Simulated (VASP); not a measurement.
# Sc2SbP3 (P-6m2) in VASP: notebook, part 2 of 2

VASP 6.6.1. The steps go on from the part before.

**3. Relaxation of cell and atoms, PBE**

This run uses another cell than the first one, of 19.59 Å³/atom.

INCAR

```
ALGO     = Normal         # electronic algorithm
EDIFF    = 1E-6           # SCF threshold, eV
EDIFFG   = -0.04          # ionic threshold
ENCUT    = 600            # plane-wave cutoff, eV
GGA      = PE             # functional
IBRION   = 2              # ionic algorithm
ISIF     = 3              # what is computed and relaxed
ISMEAR   = 0              # smearing method
LASPH    = True           # aspherical terms in the spheres
LCHARG   = False          # write CHGCAR
LREAL    = False          # projectors in reciprocal space
LWAVE    = False          # write WAVECAR
NELM     = 100            # most SCF steps
NSW      = 90             # ionic steps
PREC     = Accurate       # precision mode
SIGMA    = 0.1            # smearing width, eV
```

KPOINTS

```
k-points
0
Gamma
  6 6 4
```

POSCAR

```
Sc2SbP3
1.0
    4.4060297114      0.0000000000      0.0000000000
   -2.2030148557      3.8157336599      0.0000000000
    0.0000000000      0.0000000000      6.9925620028
Sc Sb P
2 1 3
Direct
    0.3333333333      0.6666666667      0.2833558394
    0.3333333333      0.6666666667      0.7166441606
    0.6666666667      0.3333333333      0.0000000000
    0.6666666667      0.3333333333      0.5000000000
    0.0000000000      0.0000000000      0.0000000000
    0.0000000000      0.0000000000      0.5000000000
```

Potentials or basis: VASP PAW PBE potentials, release 64 (Sc_sv, Sb, P).

On the command line:

```bash
cat potpaw_PBE.64/Sc_sv/POTCAR potpaw_PBE.64/Sb/POTCAR potpaw_PBE.64/P/POTCAR > POTCAR
mpirun -np 1 vasp_std > vasp.out
```

OUTCAR:

```text
EDIFF = 1E-6
   EDIFFG = -0.04
   ENCUT = 600
   GGA = PE
   IBRION = 2
   ISIF = 3
   ISMEAR = 0
   LASPH = True
   LREAL = False
   NELM = 100
   NSW = 90
   PREC = Accurate

 ion  position               nearest neighbor table
   1  0.333  0.667  0.283-   4 2.96   6 2.96   4 2.96   6 2.96   6 2.96   4 2.96   2 3.03   3 3.22
                             3 3.22   3 3.22
   2  0.333  0.667  0.717-   4 2.96   6 2.96   4 2.96   6 2.96   6 2.96   4 2.96   1 3.03   3 3.22
                             3 3.22   3 3.22
   3  0.667  0.333  0.000-   5 2.54   5 2.54   5 2.54   2 3.22   1 3.22   2 3.22   1 3.22   1 3.22
                             2 3.22
   4  0.667  0.333  0.500-   6 2.54   6 2.54   6 2.54   2 2.96   1 2.96   2 2.96   1 2.96   1 2.96
                             2 2.96
   5  0.000  0.000  0.000-   3 2.54   3 2.54   3 2.54
   6  0.000  0.000  0.500-   4 2.54   4 2.54   4 2.54   1 2.96   2 2.96   1 2.96   2 2.96   1 2.96
                             2 2.96

  LATTYP: Found a hexagonal cell.
 ALAT       =     4.4060297114
 C/A-ratio  =     1.5870437697

  Lattice vectors:

 A1 = (   4.4060297114,   0.0000000000,   0.0000000000)
 A2 = (  -2.2030148557,   3.8157336599,   0.0000000000)
 A3 = (   0.0000000000,   0.0000000000,   6.9925620028)
[... 237 lines left out ...]

 k-point     1 :       0.0000    0.0000    0.0000
  band No.  band energies     occupation
      1     -42.8400      2.00000
      2     -42.8171      2.00000
      3     -21.5992      2.00000
      4     -21.4528      2.00000
      5     -21.4528      2.00000
      6     -21.4268      2.00000
[... 577 lines left out ...]
     24       8.3070      0.00000
     25       9.1652      0.00000

------------------------ aborting loop because EDIFF is reached ----------------------------------------

  FORCE on cell =-STRESS in cart. coord.  units (eV):
  Direction    XX          YY          ZZ          XY          YZ          ZX
  --------------------------------------------------------------------------------------
  -------------------------------------------------------------------------------------
  Total        0.0991611      0.0991611      0.1648305      0.0000000     -0.0000000      0.0000000
  in kB        1.3526077      1.3526077      2.2483714      0.0000000     -0.0000000      0.0000000
  external PRESSURE =       1.6511956 kB  Pullay stress =       0.0000000 kB

 VOLUME and BASIS-vectors are now :
 -----------------------------------------------------------------------------
  energy-cutoff  :      600.00
  volume of cell :      117.46
      direct lattice vectors                 reciprocal lattice vectors
     4.394630435  0.000000000  0.000000000     0.227550420  0.131376296  0.000000000
    -2.197315218  3.805861597 -0.000000000     0.000000000  0.262752592  0.000000000
     0.000000000  0.000000000  7.022708773     0.000000000  0.000000000  0.142395197

 POSITION                                       TOTAL-FORCE (eV/Angst)
 -----------------------------------------------------------------------------------
     -0.00000      2.53724      1.98683         0.000000      0.000000     -0.010169
     -0.00000      2.53724      5.03587         0.000000     -0.000000      0.010169
      2.19732      1.26862     -0.00000        -0.000000      0.000000      0.000000
      2.19732      1.26862      3.51135        -0.000000      0.000000      0.000000
     -0.00000      0.00000     -0.00000        -0.000000      0.000000      0.000000
      2.19732      3.80586      3.51135        -0.000000      0.000000      0.000000
 -----------------------------------------------------------------------------------
    total drift:                                0.000001     -0.000000     -0.000000

  FREE ENERGIE OF THE ION-ELECTRON SYSTEM (eV)
  ---------------------------------------------------
  free  energy   TOTEN  =       -34.3035581449 eV

  energy  without entropy=      -34.2771692839  energy(sigma->0) =      -34.29036371

 reached required accuracy - stopping structural energy minimisation
```

CONTCAR:

```text
Sc2SbP3
   1.00000000000000
     4.3946304353131245    0.0000000000000000    0.0000000000000000
    -2.1973152176565622    3.8058615972240237   -0.0000000000000000
     0.0000000000000000    0.0000000000000000    7.0227087732469613
  Sc              Sb              P
     2     1     3
Direct
     0.3333333332999970    0.6666666667000030    0.2829157214989789
     0.3333333332999970    0.6666666667000030    0.7170842785010212
     0.6666666667000030    0.3333333332999970    0.0000000000000000
     0.6666666667000030    0.3333333332999970    0.5000000000000000
     0.0000000000000000    0.0000000000000000    0.0000000000000000
     1.0000000000000000    1.0000000000000000    0.5000000000000000

  0.00000000E+00  0.00000000E+00  0.00000000E+00
  0.00000000E+00  0.00000000E+00  0.00000000E+00
  0.00000000E+00  0.00000000E+00  0.00000000E+00
  0.00000000E+00  0.00000000E+00  0.00000000E+00
  0.00000000E+00  0.00000000E+00  0.00000000E+00
  0.00000000E+00  0.00000000E+00  0.00000000E+00
```

Wall time 71 s (1 thread of Intel Xeon 6975P-C (Granite Rapids), shared host); peak memory 0.3 GiB.

What came out:

```yaml
Free_energy: -34.3036 eV
Relaxed_volume: 19.58 Å³/atom
Relaxed_cell: a = 4.395 Å, b = 4.395 Å, c = 7.023 Å, α = 90.00°, β = 90.00°, γ = 120.00°
Space_group_after_relaxing_to_0.1_Å: P-6m2 (No. 187)
Energy_gained_by_relaxing: 0.4 meV/atom
Ionic_steps: 2
Pressure_after_relaxing: 0.2 GPa
Largest_force_after_relaxing: 0.010 eV/Å
Band_gap_on_the_k_mesh: zero (bands 21 and 22 overlap by 1.60 eV)
```

Forces on the atoms (eV/Å):
```
Sc   0.000  0.000 -0.010
Sc   0.000  0.000  0.010
Sb   0.000  0.000  0.000
P    0.000  0.000  0.000
P    0.000  0.000  0.000
P    0.000  0.000  0.000
```

Stress tensor (GPa, compression positive):
```
0.14 0.00 0.00
0.00 0.14 0.00
0.00 0.00 0.22
```

The path:
| step | energy change (eV) | largest force (eV/Å) | pressure (GPa) | volume (Å³) |
| --- | --- | --- | --- | --- |
| 1 | 0.0000 | 0.0638 | -0.05 | 117.56 |
| 2 | -0.0023 | 0.0102 | 0.17 | 117.46 |

Final structure:
```xyz
6
Lattice="4.3946 0.0000 0.0000 -2.1973 3.8059 0.0000 0.0000 0.0000 7.0227" Properties=species:S:1:pos:R:3 pbc="T T T"
Sc    0.0000    2.5372    1.9868
Sc    0.0000    2.5372    5.0359
Sb    2.1973    1.2686    0.0000
P     2.1973    1.2686    3.5114
P     0.0000    0.0000    0.0000
P     2.1973    3.8059    3.5114
```

Caveat: spin-orbit coupling is left out, which moves the levels of the heavy elements.
